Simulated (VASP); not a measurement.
# Li8Mg16CO2 in VASP: a series of runs

Li8Mg16CO2 is run at these levels: PBE+D3(BJ); tasks: single point.

All numbers are computed with VASP 6.6.1; they aren't measurements. Logs are shortened: lines on timing, memory, paths and dates and some standing lists are left out, and cuts for length are marked.

### 1 The cell of the first run

The cell holds a slab with vacuum, 27 atoms: a = 9.379 Å, b = 10.094 Å, c = 17.541 Å, α = 90.00°, β = 90.00°, γ = 90.00°.

### 2 Single point, PBE+D3(BJ)

INCAR reads:

```
SYSTEM = Li8Mg16CO2
PREC = Accurate
ENCUT = 520
EDIFF = 1E-6
ISMEAR = -1
SIGMA = 0.1
LREAL = Auto
LASPH = .True.
NELM = 100
ALGO = Normal
ISIF = 2
LWAVE = .False.
LCHARG = .False.
GGA = PE
IVDW = 12
NBANDS = 55
```

KPOINTS reads:

```
Automatic mesh
0
Gamma
  2 2 1
  0 0 0
```

POSCAR reads:

```
Li8Mg16CO2
1.0
    9.3790480000      0.0000000000      0.0000000000
    0.0000000000     10.0936900000      0.0000000000
    0.0000000000      0.0000000000     17.5407100000
Li Mg C O
8 16 1 2
Direct
    0.6666667022      0.2499999505      0.0570102350
    0.3333332978      0.2499999505      0.0570102350
    0.1512251563      0.2499799380      0.1963439336
    0.7950399657      0.2547905672      0.2066869585
    0.6666667022      0.7499999505      0.0570102350
    0.3333332978      0.7499999505      0.0570102350
    0.1542932716      0.7489522662      0.2045468513
    0.8144099486      0.7539396395      0.2036837733
    0.4202646153      0.0005003126      0.1130490727
    0.0933744022     -0.0014990554      0.1129414944
    0.7543704862      0.0011634992      0.1126660209
    0.0000000000      0.2499999505      0.0570102350
    0.9220663974      0.0080146111      0.2617597007
    0.5926333888     -0.0039976461      0.2713629038
    0.2534171912      0.0055354385      0.2658519524
    0.4710882171      0.2481837663      0.2067305713
    0.4231923112      0.4984280278      0.1104138316
    0.0963670300      0.5006675458      0.1123534908
    0.7582779190      0.5010933563      0.1110118120
    0.0000000000      0.7499999505      0.0570102350
    0.9242213069      0.5031983348      0.2609539751
    0.5960512197      0.5006250440      0.2670806370
    0.2572299449      0.4950991164      0.2644271526
    0.4831348555      0.7494507955      0.2000821517
    0.3298541600      0.2656038575      0.3995736205
    0.4441072271      0.2271590469      0.4144097930
    0.2154493718      0.3076236738      0.3862029530
```

Potentials or basis: VASP PAW PBE potentials, release 64 (Li_sv, Mg, C, O).

The run is started by

```bash
cat potpaw_PBE.64/Li_sv/POTCAR potpaw_PBE.64/Mg/POTCAR potpaw_PBE.64/C/POTCAR potpaw_PBE.64/O/POTCAR > POTCAR
mpirun -np 1 vasp_std > vasp.out
```

OUTCAR:

```text
SYSTEM = Li8Mg16CO2
   PREC = Accurate
   ENCUT = 520
   EDIFF = 1E-6
   ISMEAR = -1
   LREAL = Auto
   LASPH = .True.
   NELM = 100
   ISIF = 2
   GGA = PE
   IVDW = 12
 IVDW          = 12

 ion  position               nearest neighbor table
   1  0.667  0.250  0.057-  11 2.82  19 2.84  12 3.13
   2  0.333  0.250  0.057-  17 2.81   9 2.82  16 2.93  12 3.13
   3  0.151  0.250  0.196-  12 2.83  15 2.91  23 2.92  18 2.97  10 2.98  16 3.01
   4  0.795  0.255  0.207-  13 2.93  21 2.94  19 3.02  16 3.04  11 3.07
   5  0.667  0.750  0.057-  19 2.82  11 2.84  24 3.04  20 3.13
   6  0.333  0.750  0.057-   9 2.83  17 2.83  24 2.88  20 3.13
   7  0.154  0.749  0.205-  23 2.93  15 2.95  20 2.97  18 3.03  10 3.04  24 3.09
   8  0.814  0.754  0.204-  21 2.91  13 2.94  11 3.02  19 3.07  20 3.11  24 3.11
   9  0.420  0.001  0.113-   2 2.82   6 2.83  24 3.02  16 3.03  10 3.07  15 3.10  11 3.13  14 3.21

  10  0.093  0.999  0.113-  20 2.83  12 2.86   3 2.98   7 3.04   9 3.07  13 3.07  15 3.07  11 3.18

  11  0.754  0.001  0.113-   1 2.82   5 2.84   8 3.02  13 3.05   4 3.07   9 3.13  14 3.17  10 3.18
                            12 3.55  20 3.56
  12  0.000  0.250  0.057-   3 2.83  18 2.86  10 2.86   2 3.13   1 3.13  19 3.53  11 3.55
  13  0.922  0.008  0.262-   4 2.93   8 2.94  11 3.05  10 3.07  14 3.10  15 3.11
  14  0.593  0.996  0.271-  24 2.97  16 3.01  13 3.10  11 3.17  15 3.18   9 3.21
  15  0.253  0.006  0.266-   3 2.91   7 2.95  10 3.07   9 3.10  13 3.11  14 3.18  16 3.35  24 3.56

  16  0.471  0.248  0.207-   2 2.93  22 3.00   3 3.01  14 3.01   9 3.03   4 3.04  17 3.07  15 3.35
                            23 3.36
  17  0.423  0.498  0.110-   2 2.81   6 2.83  24 3.03  18 3.07  16 3.07  23 3.12  19 3.14  22 3.19
[... 7 lines left out ...]
  21  0.924  0.503  0.261-   8 2.91   4 2.94  19 3.06  18 3.07  22 3.08  23 3.12
  22  0.596  0.501  0.267-  24 2.97  16 3.00  21 3.08  19 3.13  23 3.18  17 3.19
  23  0.257  0.495  0.264-   3 2.92   7 2.93  18 3.07  17 3.12  21 3.12  22 3.18  16 3.36  24 3.51

  24  0.483  0.749  0.200-   6 2.88  22 2.97  14 2.97   9 3.02  17 3.03   5 3.04   7 3.09   8 3.11
                            23 3.51  15 3.56
  25  0.330  0.266  0.400-  26 1.17  27 1.18
  26  0.444  0.227  0.414-  25 1.17
  27  0.215  0.308  0.386-  25 1.18

  LATTYP: Found a simple orthorhombic cell.
 ALAT       =     9.3790480000
 B/A-ratio  =     1.0761955798
 C/A-ratio  =     1.8702015386

  Lattice vectors:

 A1 = (   9.3790480000,   0.0000000000,   0.0000000000)
 A2 = (   0.0000000000,  10.0936900000,   0.0000000000)
 A3 = (   0.0000000000,   0.0000000000,  17.5407100000)

Analysis of symmetry for initial positions (statically):
=====================================================================
 Subroutine PRICEL returns:
 Original cell was already a primitive cell.

 Routine SETGRP: Setting up the symmetry group for a
 simple orthorhombic supercell.

 Subroutine GETGRP returns: Found  1 space group operations
 (whereof  1 operations were pure point group operations)
 out of a pool of  8 trial point group operations.

The static configuration has the point symmetry C_1 .

Analysis of symmetry for dynamics (positions and initial velocities):
=====================================================================
 Subroutine PRICEL returns:
 Original cell was already a primitive cell.

 Routine SETGRP: Setting up the symmetry group for a
 simple orthorhombic supercell.

 Subroutine GETGRP returns: Found  1 space group operations
 (whereof  1 operations were pure point group operations)
 out of a pool of  8 trial point group operations.

The dynamic configuration has the point symmetry C_1 .

 Subroutine INISYM returns: Found  1 space group operations
 (whereof  1 operations are pure point group operations),
 and found     1 'primitive' translations

----------------------------------------------------------------------------------------

                                     Primitive cell

  volume of cell :    1660.5650

  direct lattice vectors                    reciprocal lattice vectors
     9.379048000  0.000000000  0.000000000     0.106620629  0.000000000  0.000000000
     0.000000000 10.093690000  0.000000000     0.000000000  0.099071796  0.000000000
     0.000000000  0.000000000 17.540710000     0.000000000  0.000000000  0.057010235

  length of vectors
     9.379048000 10.093690000 17.540710000     0.106620629  0.099071796  0.057010235

  position of ions in fractional coordinates (direct lattice)
     0.666666702  0.249999950  0.057010235
     0.333333298  0.249999950  0.057010235
     0.151225156  0.249979938  0.196343934
     0.795039966  0.254790567  0.206686959
     0.666666702  0.749999950  0.057010235
     0.333333298  0.749999950  0.057010235
[... 19 lines left out ...]
     0.444107227  0.227159047  0.414409793
     0.215449372  0.307623674  0.386202953

  ion indices of the primitive-cell ions
   primitive index   ion index
                 1           1
                 2           2
                 3           3
                 4           4
                 5           5
                 6           6
[... 19 lines left out ...]
                26          26
                27          27

----------------------------------------------------------------------------------------

 KPOINTS: Automatic mesh

Automatic generation of k-mesh.
 Grid dimensions read from file:
 generate k-points for:    2    2    1

 Generating k-lattice:

  Cartesian coordinates                     Fractional coordinates (reciprocal lattice)
     0.053310315  0.000000000  0.000000000     0.500000000  0.000000000  0.000000000
     0.000000000  0.049535898  0.000000000     0.000000000  0.500000000  0.000000000
     0.000000000  0.000000000  0.057010235     0.000000000  0.000000000  1.000000000

  Length of vectors
     0.053310315  0.049535898  0.057010235

  Shift w.r.t. Gamma in fractional coordinates (k-lattice)
     0.000000000  0.000000000  0.000000000

 Subroutine IBZKPT returns following result:
 ===========================================

 Found      4 irreducible k-points:

 Following reciprocal coordinates:
            Coordinates               Weight
  0.000000  0.000000  0.000000      1.000000
  0.500000  0.000000  0.000000      1.000000
  0.000000  0.500000  0.000000      1.000000
  0.500000  0.500000  0.000000      1.000000
   k-points           NKPTS =      4   k-points in BZ     NKDIM =      4   number of bands    NBANDS=     55
   number of dos      NEDOS =    301   number of ions     NIONS =     27
   total plane-waves  NPLWV = 784000
   dimension x,y,z NGX =    70 NGY =   80 NGZ =  140
   dimension x,y,z NGXF=   140 NGYF=  160 NGZF=  280
   ions per type =               8  16   1   2
   NGX,Y,Z   is equivalent  to a cutoff of  12.41, 13.18, 13.27 a.u.
   NGXF,Y,Z  is equivalent  to a cutoff of  24.82, 26.35, 26.54 a.u.
 SYSTEM =  Li8Mg16CO2
   PREC   = accura    normal or accurate (medium, high low for compatibility)
   ISTART =      0    job   : 0-new  1-cont  2-samecut
   ICHARG =      2    charge: 1-file 2-atom 10-const
   ISPIN  =      1    spin polarized calculation?
   LNONCOLLINEAR =      F non collinear calculations
   LSORBIT =      F    spin-orbit coupling
   LASPH  =      T    aspherical Exc in radial PAW
   ENCUT  =  520.0 eV  38.22 Ry    6.18 a.u.  17.44 18.77 32.61*2*pi/ulx,y,z
   NELM   =    100;   NELMIN=  2; NELMDL= -5     # of ELM steps
   EDIFF  = 0.1E-05   stopping-criterion for ELM
   LREAL  =      T    real-space projection
   EDIFFG = 0.1E-04   stopping-criterion for IOM
   NSW    =      0    number of steps for IOM
   IBRION =     -1    ionic relax: 0-MD 1-quasi-New 2-CG
   NFREE  =      0    steps in history (QN), initial steepest desc. (CG)
   ISIF   =      2    stress and relaxation
   ISYM   =      2    0-nonsym 1-usesym 2-fastsym
   POTIM  = 0.5000    time-step for ionic-motion
   TEBEG  =    0.0;   TEEND  =   0.0 temperature during run
   PSTRESS=    0.0 pullay stress
   NELECT =      72.0000    total number of electrons
   NUPDOWN=      -1.0000    fix difference up-down
   EMIN   =  10.00;   EMAX   =-10.00  energy-range for DOS
   EFERMI =   0.00;   METHOD = LEGACY
   ISMEAR =    -1;   SIGMA  =   0.10  broadening in eV -4-tet -1-fermi 0-gaus
   EFERMI_NEDOS =   21; number of points for ismear=-14 and -15
   IALGO  =     38    algorithm
   IMIX   =      4    mixing-type and parameters
     AMIX     =   0.40;   BMIX     =  1.00
     AMIX_MAG =   1.60;   BMIX_MAG =  1.00
  volume/ion in A,a.u.               =      61.50       415.04
  Fermi-wavevector in a.u.,A,eV,Ry     =   0.575131  1.086841  4.500481  0.330776
  Thomas-Fermi vector in A             =   1.617102
   LORBIT       =      0    0 simple, 1 ext, 2 COOP (PROOUT), +10 PAW based schemes
   GGA     = PE    functional components
   LHFCALC =     F    Hartree Fock is set to
   AEXX    =    0.0000 exact exchange contribution
   IVDW    =    12    specifies the selected vdW correction
   LEPSILON=     F    determine dielectric tensor
   LRPA    =     F    only Hartree local field effects (RPA)
 non-spin polarized calculation
  energy-cutoff  :      520.00
  volume of cell :     1660.57
 maximum number of plane-waves:     44815
 NGX is ok and might be reduce to    70
   NGX = 35   NGY = 37   NGZ = 65

 number of electron      72.0000038 magnetization

 Free energy of the ion-electron system (eV)
  ---------------------------------------------------
  ext. energy  EPLUGINS =         0.00000000
  ---------------------------------------------------
  free energy    TOTEN  =       -54.26106941 eV

  energy without entropy =      -53.76829359  energy(sigma->0) =      -54.01468150

 E-fermi :  -1.5214     XC(G=0):  -3.7438

 val. band max:       -1.5678653653   @ k =   0.5000   0.0000   0.0000
 cond. band min:      -1.5155644945   @ k =   0.5000   0.5000   0.0000
 fundamental gap:      0.0523008708
 Fermi energy:        -1.5213805092

 k-point     1 :       0.0000    0.0000    0.0000
  band No.  band energies     occupation
      1     -48.5940      2.00000
      2     -48.5782      2.00000
      3     -48.5761      2.00000
      4     -48.5654      2.00000
      5     -48.1215      2.00000
      6     -48.0742      2.00000
[... 193 lines left out ...]
     47       0.1630      0.00000
     48       0.1694      0.00000
 [bands above 48 left out]

------------------------ aborting loop because EDIFF is reached ----------------------------------------

 Edisp (eV)   -3.82767

 E8    (eV) :    -1.7253

  FORCE on cell =-STRESS in cart. coord.  units (eV):
  Direction    XX          YY          ZZ          XY          YZ          ZX
  --------------------------------------------------------------------------------------
  -------------------------------------------------------------------------------------
  Total      -9.69439     1.68466     2.05026    -0.70605    -0.10577     7.04563
  in kB      -9.35353     1.62543     1.97817    -0.68123    -0.10205     6.79789
  external pressure =       -1.92 kB  Pullay stress =        0.00 kB

 VOLUME and BASIS-vectors are now :
 -----------------------------------------------------------------------------
  energy-cutoff  :      520.00
  volume of cell :     1660.57
      direct lattice vectors                 reciprocal lattice vectors
     9.379048000  0.000000000  0.000000000     0.106620629  0.000000000  0.000000000
     0.000000000 10.093690000  0.000000000     0.000000000  0.099071796  0.000000000
     0.000000000  0.000000000 17.540710000     0.000000000  0.000000000  0.057010235

 POSITION                                       TOTAL-FORCE (eV/Angst)
 -----------------------------------------------------------------------------------
      6.25270      2.52342      1.00000        -0.371396      0.032150     -0.054154
      3.12635      2.52342      1.00000        -0.505148     -0.022021     -0.132375
      1.41835      2.52322      3.44401        -0.149179     -0.022582      0.100702
      7.45672      2.57178      3.62544         0.005245     -0.029073      0.027182
      6.25270      7.57027      1.00000        -0.312642      0.018392     -0.098559
      3.12635      7.57027      1.00000        -0.523172      0.001832     -0.127204
[... 19 lines left out ...]
      4.16530      2.29287      7.26904         0.622994     -0.280912      0.238894
      2.02071      3.10506      6.77427        -0.530588      0.223719     -0.044749
 -----------------------------------------------------------------------------------
    total drift:                                0.004032     -0.005317     -0.000064

  FREE ENERGIE OF THE ION-ELECTRON SYSTEM (eV)
  ---------------------------------------------------
  free  energy   TOTEN  =       -58.0887344212 eV

  energy  without entropy=      -57.5959585950  energy(sigma->0) =      -57.84234651
```

Run time: 8.8 min. Hardware: 1 thread of Intel Xeon 6975P-C (Granite Rapids), shared host; peak memory 1.4 GiB.

What came out:

```yaml
Free_energy: -58.0887 eV
Largest_force: 0.724 eV/Å
Band_gap_on_the_k_mesh: zero (bands 36 and 37 overlap by 0.33 eV)
Dispersion_energy_per_atom: -0.142 eV
```

Forces on the atoms (eV/Å):
```
Li  -0.371  0.032 -0.054
Li  -0.505 -0.022 -0.132
Li  -0.149 -0.023  0.101
Li   0.005 -0.029  0.027
Li  -0.313  0.018 -0.099
Li  -0.523  0.002 -0.127
Li  -0.116  0.013  0.009
Li  -0.116 -0.006  0.052
Mg   0.261 -0.005  0.007
Mg   0.250 -0.011  0.036
Mg   0.278 -0.005  0.057
Mg  -0.610 -0.004 -0.130
Mg   0.289 -0.005  0.050
Mg   0.286  0.051 -0.028
Mg   0.282 -0.108 -0.046
Mg  -0.024  0.026 -0.072
Mg   0.281  0.000  0.039
Mg   0.274  0.001  0.040
Mg   0.282  0.025  0.022
Mg  -0.544 -0.011 -0.111
Mg   0.266 -0.018  0.009
Mg   0.266 -0.019  0.037
Mg   0.296  0.099 -0.058
Mg  -0.096 -0.007  0.095
C   -0.039  0.064  0.082
O    0.623 -0.281  0.239
O   -0.531  0.224 -0.045
```

Levels at points of the mesh, in eV from the Fermi level:
| k point | band 31 | band 32 | band 33 | band 34 | band 35 | band 36 | band 37 | band 38 | band 39 | band 40 |
| --- | --- | --- | --- | --- | --- | --- | --- | --- | --- | --- |
| (0.00, 0.00, 0.00) | -0.77 | -0.67 | -0.63 | -0.56 | -0.06 | 0.22 | 0.32 | 0.53 | 0.64 | 0.66 |
| (0.50, 0.00, 0.00) | -0.89 | -0.86 | -0.44 | -0.24 | -0.23 | -0.13 | -0.11 | -0.09 | -0.05 | 0.63 |
| (0.00, 0.50, 0.00) | -0.89 | -0.86 | -0.45 | -0.45 | -0.33 | -0.30 | 0.08 | 0.10 | 0.67 | 0.73 |
| (0.50, 0.50, 0.00) | -1.45 | -1.45 | -0.17 | -0.13 | 0.01 | 0.03 | 0.13 | 0.15 | 0.30 | 0.31 |

Caveat: the cutoff is under 1.25 times the usual one of these potentials, so pressure, stress and relaxed cells hold a basis-set (Pulay) error; there is no dipole correction, which matters where the two faces differ.

### 3 Single point, PBE+D3(BJ)

INCAR reads:

```
SYSTEM = Li8Mg16CO2
PREC = Accurate
ENCUT = 520
EDIFF = 1E-6
ISMEAR = -1
SIGMA = 0.1
LREAL = Auto
LASPH = .TRUE.
NELM = 100
ALGO = Normal
ISIF = 2
LWAVE = .FALSE.
LCHARG = .FALSE.
GGA = PE
IVDW = 12
NBANDS = 55
```

KPOINTS reads:

```
Automatic mesh
0
G
  2 2 1
  0 0 0
```

POSCAR reads:

```
Li8Mg16CO2
1.0
    9.3790480000      0.0000000000      0.0000000000
    0.0000000000     10.0936900000      0.0000000000
    0.0000000000      0.0000000000     17.5407100000
Li Mg C O
8 16 1 2
Direct
    0.6666667022      0.2499999505      0.0570102350
    0.3333332978      0.2499999505      0.0570102350
    0.1549997398      0.2500781181      0.1909834893
    0.7917183066      0.2575154379      0.2060738134
    0.6666667022      0.7499999505      0.0570102350
    0.3333332978      0.7499999505      0.0570102350
    0.1611221096      0.7472295068      0.2042879678
    0.8205651576      0.7550196212      0.2005104696
    0.3694213954     -0.0003606213      0.1233233432
    0.0416437788     -0.0016433039      0.1251413996
    0.7022807645      0.0011923291      0.1240816364
    0.0000000000      0.2499999505      0.0570102350
    0.8754855503      0.0085062054      0.2716236686
    0.5440407171     -0.0095652829      0.2850127503
    0.2114085566      0.0117476364      0.2756410658
    0.4698839370      0.2449361928      0.2068312514
    0.3733424757      0.4983894889      0.1219709464
    0.0459993381      0.5009113615      0.1251127805
    0.7109145832      0.5018089519      0.1218043055
    0.0000000000      0.7499999505      0.0570102350
    0.8825512994      0.5065774756      0.2721473076
    0.5540068672      0.5014993526      0.2774619157
    0.2136784032      0.4863379993      0.2768015092
    0.4930857588      0.7497290882      0.1950197569
    0.3247278402      0.2590288586      0.3840240218
    0.4471668127      0.2574651094      0.3988918351
    0.2041466255      0.2924125865      0.3745798203
```

Potentials or basis: VASP PAW PBE potentials, release 64 (Li_sv, Mg, C, O).

The run is started by

```bash
cat potpaw_PBE.64/Li_sv/POTCAR potpaw_PBE.64/Mg/POTCAR potpaw_PBE.64/C/POTCAR potpaw_PBE.64/O/POTCAR > POTCAR
mpirun -np 1 vasp_std > vasp.out
```

Run time: 9.1 min. Hardware: 1 thread of Intel Xeon 6975P-C (Granite Rapids), shared host; peak memory 1.4 GiB.

Results (log left out):

| Item | Value |
| --- | --- |
| Free energy | -56.9111 eV |
| Largest force | 0.637 eV/Å |
| Band gap on the k mesh | zero (bands 36 and 37 overlap by 0.34 eV) |
| Dispersion energy per atom | -0.142 eV |

Forces on the atoms (eV/Å):
```
Li  -0.243  0.031 -0.150
Li  -0.300 -0.038 -0.258
Li  -0.083 -0.040  0.026
Li   0.122 -0.028 -0.031
Li  -0.118  0.045 -0.277
Li  -0.380 -0.016 -0.246
Li  -0.015  0.023 -0.029
Li  -0.032 -0.005 -0.036
Mg   0.042 -0.029  0.107
Mg   0.061 -0.017  0.195
Mg   0.073 -0.008  0.191
Mg  -0.447  0.015 -0.314
Mg   0.191 -0.010  0.176
Mg   0.206  0.029  0.054
Mg   0.200 -0.112  0.060
Mg   0.090  0.025 -0.247
Mg   0.075  0.004  0.191
Mg   0.093  0.005  0.177
Mg   0.111  0.038  0.132
Mg  -0.302 -0.029 -0.287
Mg   0.174  0.000  0.128
Mg   0.198  0.005  0.109
Mg   0.196  0.124 -0.012
Mg   0.015 -0.013  0.018
C   -0.035  0.049  0.091
O    0.552 -0.150  0.279
O   -0.445  0.102 -0.047
```

Levels at points of the mesh, in eV from the Fermi level:
```tsv
k point	band 31	band 32	band 33	band 34	band 35	band 36	band 37	band 38	band 39	band 40
(0.00, 0.00, 0.00)	-0.77	-0.72	-0.63	-0.58	-0.06	0.22	0.27	0.52	0.52	0.66
(0.50, 0.00, 0.00)	-0.89	-0.85	-0.57	-0.31	-0.26	-0.21	-0.12	0.00	0.06	0.55
(0.00, 0.50, 0.00)	-0.86	-0.84	-0.48	-0.46	-0.40	-0.36	0.07	0.10	0.71	0.76
(0.50, 0.50, 0.00)	-1.45	-1.42	-0.31	-0.22	-0.04	0.02	0.20	0.21	0.29	0.32
```

Caveat: the cutoff is under 1.25 times the usual one of these potentials, so pressure, stress and relaxed cells hold a basis-set (Pulay) error; there is no dipole correction, which matters where the two faces differ.

(Continued in part 2 of 2.)

The gap in the log of VASP goes by the Fermi energy; the results here count the filled bands.